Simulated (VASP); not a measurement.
Ti12Br: single point with PBE+D3(BJ)

Ti12Br, a slab with vacuum:

```
Ti Br
1.0
     5.90000    0.00000    0.00000
     2.95000    5.10955    0.00000
     0.00000    0.00000   15.68460
Ti Br
12 1
Cartesian
  0.0000 0.0000 1.0000
  2.9500 0.0000 1.0000
  1.4750 2.5548 1.0000
  4.4250 2.5548 1.0000
  0.0002 1.7033 3.2686
  2.9502 1.7247 3.1612
  1.4937 4.2474 3.1609
  4.4062 4.2471 3.1629
  -0.0021 -0.0544 5.4717
  2.9513 0.0005 5.2564
  1.5223 2.5824 5.4699
  4.3771 2.5803 5.4720
  5.9035 1.7046 7.4660
```

```json
{
 "Program": "VASP 6.6.1",
 "Task": "single point",
 "Functional": "PBE",
 "Dispersion": "D3(BJ)",
 "Potentials or basis": "VASP PAW PBE potentials, release 64 (Ti_sv, Br)",
 "Cutoff": "520 eV",
 "k mesh": "4 × 4 × 1",
 "Occupations": "fermi-dirac, width 0.15 eV",
 "Spin": "no spin polarisation",
 "Dipole correction": "no",
 "Further INCAR settings": "ALGO = Normal; EDIFF = 1e-06; NBANDS = 88"
}
```

The largest force is 0.158 eV/Å and the band gap on the k mesh is zero (an odd number of electrons rules out a gap without spin polarisation). The dispersion energy per atom is -0.407 eV.

Forces on the atoms (eV/Å):
```
Ti   0.003  0.147  0.059
Ti  -0.003 -0.001 -0.119
Ti  -0.128 -0.074  0.055
Ti   0.128 -0.071  0.060
Ti  -0.002 -0.001 -0.003
Ti   0.000  0.007 -0.002
Ti   0.006 -0.003 -0.002
Ti  -0.005 -0.003 -0.003
Ti   0.001 -0.005 -0.009
Ti   0.000  0.000 -0.020
Ti   0.005  0.002 -0.007
Ti  -0.004  0.003 -0.010
Br  -0.001 -0.001  0.003
```

Levels at points of the mesh, in eV from the Fermi level:
```
           k point  band 74  band 75  band 76  band 77  band 78  band 79  band 80  band 81  band 82  band 83
(0.00, 0.00, 0.00)     0.16     0.37     0.59     0.59     0.64     0.64     0.72     0.72     0.73     0.84
(0.50, 0.00, 0.00)    -0.34    -0.18    -0.14    -0.13    -0.05     0.07     0.12     0.27     0.32     0.50
(0.50, 0.50, 0.00)    -0.34    -0.18    -0.15    -0.13    -0.05     0.07     0.12     0.27     0.32     0.50
(0.00, 0.50, 0.00)    -0.34    -0.18    -0.14    -0.13    -0.05     0.07     0.12     0.27     0.32     0.50
```

Wall time 30 min on 1 thread of Intel(R) Xeon(R) Platinum 8375C CPU @ 2.90GHz (Ice Lake), on a shared host, peak memory 0.74 GiB.

Caveat: there is no dipole correction, which matters where the two faces differ; an odd number of electrons without spin polarisation forces a metal; a magnetic or distorted state may lie lower.
